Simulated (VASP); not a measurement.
# MgO (P6_3mc) in VASP: settings compared, part 2 of 2

VASP 6.6.1. The steps go on from the part before.

**4. Single point, r2SCAN (uniaxial z strain -2.0%)**

The input, POSCAR:

```
MgO
1.0
    3.2882171868      0.0000000001      0.0000000000
   -1.6441085934      2.8476796169      0.0000000000
    0.0000000000      0.0000000000      4.9336790829
Mg O
2 2
Direct
    0.3333333333      0.6666666667     -0.0132221781
    0.6666666667      0.3333333333      0.4867778219
    0.3333333333      0.6666666667      0.3882221781
    0.6666666667      0.3333333333      0.8882221781
```

The input, INCAR.step1:

```
SYSTEM = MgO
ALGO = Normal ; EDIFF = 1E-4
ENCUT = 520 ; GGA = PE
ISMEAR = 0 ; LASPH = .True.
LCHARG = .False. ; LREAL = .False.
LWAVE = .True. ; NBANDS = 16
NELM = 60 ; PREC = Accurate
SIGMA = 0.01
```

The input, INCAR.step2:

```
SYSTEM = MgO
ALGO = Normal ; EDIFF = 1E-6
ENCUT = 520 ; ISIF = 2
ISMEAR = 0 ; ISTART = 1
LASPH = .True. ; LCHARG = .False.
LMIXTAU = .True. ; LREAL = .False.
LWAVE = .False. ; METAGGA = R2SCAN
NBANDS = 16 ; NELM = 60
PREC = Accurate ; SIGMA = 0.01
```

The input, KPOINTS:

```
k-points
0
Gamma
  12 12 6
  0 0 0
```

Potentials or basis: VASP PAW PBE potentials, release 64 (Mg, O).

Launch:

```console
$ cat potpaw_PBE.64/Mg/POTCAR potpaw_PBE.64/O/POTCAR > POTCAR
$ cp INCAR.step1 INCAR
$ mpirun -np 1 vasp_std > vasp.out
$ cp INCAR.step2 INCAR
$ mpirun -np 1 vasp_std > vasp.out
```

OUTCAR:

```text
SYSTEM = MgO
   EDIFF = 1E-6
   ENCUT = 520
   ISIF = 2
   ISMEAR = 0
   ISTART = 1
   LASPH = .True.
   LREAL = .False.
   METAGGA = R2SCAN
   NELM = 60
   PREC = Accurate

 ion  position               nearest neighbor table
   1  0.333  0.667  0.987-   4 1.96   4 1.96   4 1.96   3 1.98   2 3.11   2 3.11   2 3.11   2 3.11
                             2 3.11   2 3.11
   2  0.667  0.333  0.487-   3 1.96   3 1.96   3 1.96   4 1.98   1 3.11   1 3.11   1 3.11   1 3.11
                             1 3.11   1 3.11
   3  0.333  0.667  0.388-   2 1.96   2 1.96   2 1.96   1 1.98
[... 661 lines left out ...]
  --------------------------------------------------------------------------------------
  -------------------------------------------------------------------------------------
  Total        0.4665240      0.4665240      0.4982765      0.0000000     -0.0000000      0.0000000
  in kB       16.1793852     16.1793852     17.2805864      0.0000000     -0.0000000      0.0000000
  external PRESSURE =      16.5464522 kB  Pullay stress =       0.0000000 kB

 VOLUME and BASIS-vectors are now :
 -----------------------------------------------------------------------------
  energy-cutoff  :      520.00
  volume of cell :       46.20
      direct lattice vectors                 reciprocal lattice vectors
     3.288217187  0.000000000  0.000000000     0.304116165  0.175581550  0.000000000
    -1.644108593  2.847679617  0.000000000    -0.000000000  0.351163099  0.000000000
     0.000000000  0.000000000  4.933679083     0.000000000  0.000000000  0.202688497

 POSITION                                       TOTAL-FORCE (eV/Angst)
 -----------------------------------------------------------------------------------
     -0.00000      1.89845      4.86845        -0.000000     -0.000000      0.003409
      1.64411      0.94923      2.40161        -0.000000      0.000000      0.003409
     -0.00000      1.89845      1.91536         0.000000     -0.000000     -0.003409
      1.64411      0.94923      4.38220         0.000000     -0.000000     -0.003409
 -----------------------------------------------------------------------------------
    total drift:                                0.000000      0.000001      0.001780

  FREE ENERGIE OF THE ION-ELECTRON SYSTEM (eV)
  ---------------------------------------------------
  free  energy   TOTEN  =       -31.8505049579 eV

  energy  without entropy=      -31.8505049579  energy(sigma->0) =      -31.85050496
```

OUTCAR.step1:

```text
SYSTEM = MgO
   EDIFF = 1E-4
   ENCUT = 520
   GGA = PE
   ISMEAR = 0
   LASPH = .True.
   LREAL = .False.
   NELM = 60
[... 687 lines left out ...]
      1.64411      0.94923      2.40161        -0.000000      0.000000     -0.018056
     -0.00000      1.89845      1.91536        -0.000000      0.000000      0.018056
      1.64411      0.94923      4.38220         0.000000     -0.000000      0.018056
 -----------------------------------------------------------------------------------
    total drift:                               -0.000000      0.000000     -0.002443

  FREE ENERGIE OF THE ION-ELECTRON SYSTEM (eV)
  ---------------------------------------------------
  free  energy   TOTEN  =       -23.4913697621 eV

  energy  without entropy=      -23.4913697621  energy(sigma->0) =      -23.49136976
```

OSZICAR.step1:

```text
N       E                     dE             d eps       ncg     rms          rms(c)
DAV:   1     0.616964392195E+02    0.61696E+02   -0.76139E+03  2432   0.890E+02
DAV:   2    -0.238137060942E+02   -0.85510E+02   -0.78249E+02  3384   0.197E+02
DAV:   3    -0.277612728323E+02   -0.39476E+01   -0.39375E+01  2672   0.439E+01
DAV:   4    -0.277774692722E+02   -0.16196E-01   -0.16196E-01  2984   0.329E+00
DAV:   5    -0.277775477668E+02   -0.78495E-04   -0.78494E-04  2760   0.220E-01    0.117E+01
DAV:   6    -0.235407093910E+02    0.42368E+01   -0.12038E+01  2432   0.262E+01    0.378E+00
DAV:   7    -0.234976104648E+02    0.43099E-01   -0.15823E-01  2472   0.318E+00    0.219E+00
DAV:   8    -0.234929735208E+02    0.46369E-02   -0.91379E-02  2576   0.331E+00    0.495E-01
DAV:   9    -0.234906287690E+02    0.23448E-02   -0.30830E-03  2992   0.510E-01    0.170E-01
DAV:  10    -0.234913497158E+02   -0.72095E-03   -0.14963E-03  2480   0.252E-01    0.310E-02
DAV:  11    -0.234913697621E+02   -0.20046E-04   -0.13589E-05  1472   0.278E-02
   1 F= -.23491370E+02 E0= -.23491370E+02  d E =-.183279E-26
```

Wall time 64 s (1 thread of Intel Xeon 6975P-C (Granite Rapids), shared host); peak memory 0.2 GiB.

Results:

```yaml
Free_energy: -31.8505 eV
Pressure: 1.7 GPa
Largest_force: 0.003 eV/Å
Band_gap_on_the_k_mesh: 4.24 eV
```

Forces on the atoms (eV/Å):
```
Mg   0.000  0.000  0.003
Mg   0.000  0.000  0.003
O    0.000  0.000 -0.003
O    0.000  0.000 -0.003
```

Stress tensor (GPa, compression positive):
```
1.62 0.00 0.00
0.00 1.62 0.00
0.00 0.00 1.73
```

Caveat: the cell differs from its parent crystal (uniaxial z strain -2.0%); the PAW data sets were made with another functional, which shifts forces and pressure a little. A k mesh can miss the band edges.

**5. Single point, r2SCAN (epitaxial xy strain +1.5%)**

The input, POSCAR:

```
MgO
1.0
    3.3375404446      0.0000000000      0.0000000000
   -1.6687702223      2.8903948111      0.0000000000
    0.0000000000      0.0000000000      4.8522920054
Mg O
2 2
Direct
    0.3333333333      0.6666666667     -0.0184624123
    0.6666666667      0.3333333333      0.4815375877
    0.3333333333      0.6666666667      0.3934624123
    0.6666666667      0.3333333333      0.8934624123
```

The input, INCAR.step1:

```
  PREC = Accurate
  ENCUT = 520
  ISMEAR = 0
  SIGMA = 0.01
  LREAL = False
  LASPH = True
  NELM = 100
  NBANDS = 16
  GGA = PE
  ALGO = Normal
  EDIFF = 1E-4
  LWAVE = True
  LCHARG = False
```

The input, INCAR.step2:

```
  PREC = Accurate
  ENCUT = 520
  EDIFF = 1E-6
  ISMEAR = 0
  SIGMA = 0.01
  LREAL = False
  LASPH = True
  NELM = 100
  ALGO = Normal
  ISIF = 2
  LWAVE = False
  LCHARG = True
  METAGGA = R2SCAN
  LMIXTAU = True
  LELF = True
  LVHAR = True
  NBANDS = 16
  ISTART = 1
```

The input, KPOINTS:

```
regular mesh
0
Gamma
  12 12 6
```

Launch:

```console
$ cat potpaw_PBE.64/Mg/POTCAR potpaw_PBE.64/O/POTCAR > POTCAR
$ cp INCAR.step1 INCAR
$ mpirun -np 1 vasp_std > vasp.out
$ cp INCAR.step2 INCAR
$ mpirun -np 1 vasp_std > vasp.out
```

It took 86 s on 1 thread of Intel Xeon 6975P-C (Granite Rapids), shared host; peak memory 0.2 GiB.

Results (log left out):

```yaml
Free_energy: -31.8482 eV
Pressure: -1.1 GPa
Largest_force: 0.005 eV/Å
Band_gap_on_the_k_mesh: 4.04 eV
```

Forces on the atoms (eV/Å):
```
Mg   0.000  0.000  0.005
Mg   0.000  0.000  0.005
O    0.000  0.000 -0.005
O    0.000  0.000 -0.005
```

Stress tensor (GPa, compression positive):
```
-1.32  0.00  0.00
 0.00 -1.32  0.00
 0.00  0.00 -0.53
```

Levels at points of the mesh, in eV from the valence-band top:
```tsv
k point	band 6	band 7	band 8	band 9	band 10	band 11
(0.00, 0.00, 0.00)	-0.62	-0.62	0.00	4.04	9.39	11.39
(0.50, 0.00, 0.00)	-1.57	-0.93	-0.63	8.28	8.94	9.99
(0.00, 0.00, 0.50)	-0.83	-0.83	-0.83	6.67	6.67	14.41
(0.50, 0.00, 0.50)	-1.13	-0.79	-0.79	8.02	8.02	11.75
```

Caveat: the cell differs from its parent crystal (epitaxial xy strain +1.5%); the PAW data sets were made with another functional, which shifts forces and pressure a little.

**6. Single point, r2SCAN (strain +3.0%)**

The input, POSCAR:

```
MgO
1.0
    3.3868637024      0.0000000000      0.0000000000
   -1.6934318512      2.9331100054      0.0000000000
    0.0000000000      0.0000000000      5.1853974035
Mg O
2 2
Direct
    0.3333333333      0.6666666667     -0.0086890121
    0.6666666667      0.3333333333      0.4913109879
    0.3333333333      0.6666666667      0.3836890121
    0.6666666667      0.3333333333      0.8836890121
```

The input, INCAR.step1:

```
SYSTEM = MgO
  PREC = Accurate
  ENCUT = 520
  ISMEAR = 0
  SIGMA = 0.01
  LREAL = .FALSE.
  LASPH = .TRUE.
  NELM = 100
  NBANDS = 16
  GGA = PE
  ALGO = Normal
  EDIFF = 1E-4
  LWAVE = .TRUE.
  LCHARG = .FALSE.
```

The input, INCAR.step2:

```
SYSTEM = MgO
  PREC = Accurate
  ENCUT = 520
  EDIFF = 1E-6
  ISMEAR = 0
  SIGMA = 0.01
  LREAL = .FALSE.
  LASPH = .TRUE.
  NELM = 100
  ALGO = Normal
  ISIF = 2
  LWAVE = .FALSE.
  LCHARG = .FALSE.
  METAGGA = R2SCAN
  LMIXTAU = .TRUE.
  NBANDS = 16
  ISTART = 1
```

The input, KPOINTS:

```
regular mesh
0
G
  12 12 6
  0 0 0
```

Potentials or basis: VASP PAW PBE potentials, release 64 (Mg, O).

Launch:

```console
$ cat potpaw_PBE.64/Mg/POTCAR potpaw_PBE.64/O/POTCAR > POTCAR
$ cp INCAR.step1 INCAR
$ mpirun -np 1 vasp_std > vasp.out
$ cp INCAR.step2 INCAR
$ mpirun -np 1 vasp_std > vasp.out
```

Run time: 1.7 min. Hardware: 1 thread of Intel Xeon 6975P-C (Granite Rapids), shared host; peak memory 0.21 GiB.

It converged, with:

```
Free energy            : -31.7061 eV
Pressure               : -10.0 GPa
Band gap on the k mesh : 3.73 eV
```

Stress tensor (GPa, compression positive):
```
-10.65   0.00   0.00
  0.00 -10.65   0.00
  0.00   0.00  -8.59
```

Levels at points of the mesh, in eV from the valence-band top:
| k point | band 4 | band 5 | band 6 | band 7 | band 8 | band 9 | band 10 | band 11 | band 12 | band 13 |
| --- | --- | --- | --- | --- | --- | --- | --- | --- | --- | --- |
| (0.00, 0.00, 0.00) | -0.62 | -0.62 | -0.32 | -0.32 | 0.00 | 3.73 | 8.76 | 10.46 | 14.57 | 14.57 |
| (0.50, 0.00, 0.00) | -2.00 | -1.56 | -1.13 | -0.72 | -0.43 | 8.19 | 8.41 | 9.50 | 11.11 | 13.29 |
| (0.00, 0.00, 0.50) | -1.82 | -0.47 | -0.47 | -0.47 | -0.47 | 6.15 | 6.15 | 13.41 | 13.41 | 15.02 |
| (0.50, 0.00, 0.50) | -2.82 | -0.80 | -0.80 | -0.63 | -0.63 | 7.77 | 7.77 | 11.08 | 11.08 | 13.87 |

Caveat: the cell differs from its parent crystal (strain +3.0%); the cell stands under tension; the PAW data sets were made with another functional, which shifts forces and pressure a little.

**7. Summary**

```csv
level,cell,smearing,gap on the mesh (eV),pressure (GPa),largest force (eV/Å)
PBE,"a = 3.288, b = 3.288, c = 5.034 Å, angles 90.0, 90.0, 120.0°, 4 atoms, atomic positions A",fermi-dirac 0.02 eV,3.54,3.5,0.01
PBE,"a = 3.387, b = 3.387, c = 5.185 Å, angles 90.0, 90.0, 120.0°, 4 atoms, atomic positions A",fermi-dirac 0.02 eV,3.09,-6.2,0.02
r2SCAN,"a = 3.288, b = 3.288, c = 4.934 Å, angles 90.0, 90.0, 120.0°, 4 atoms, atomic positions B",gaussian 0.01 eV,4.24,1.7,-
r2SCAN,"a = 3.338, b = 3.338, c = 4.852 Å, angles 90.0, 90.0, 120.0°, 4 atoms, atomic positions C",gaussian 0.01 eV,4.04,-1.1,0.01
r2SCAN,"a = 3.387, b = 3.387, c = 5.185 Å, angles 90.0, 90.0, 120.0°, 4 atoms, atomic positions A",gaussian 0.01 eV,3.73,-10.0,-
```

Alike in all rows: task single point; potentials or basis VASP PAW PBE potentials, release 64 (Mg, O); no spin polarisation; k mesh 12 × 12 × 6; cutoff (eV) 520.

Caveats: the PAW data sets were made with another functional, which shifts forces and pressure a little (at least some runs); the cell stands under tension (at least some runs); the cell stands under pressure (at least some runs).

Absolute energies hang on the potentials; compare differences alone.
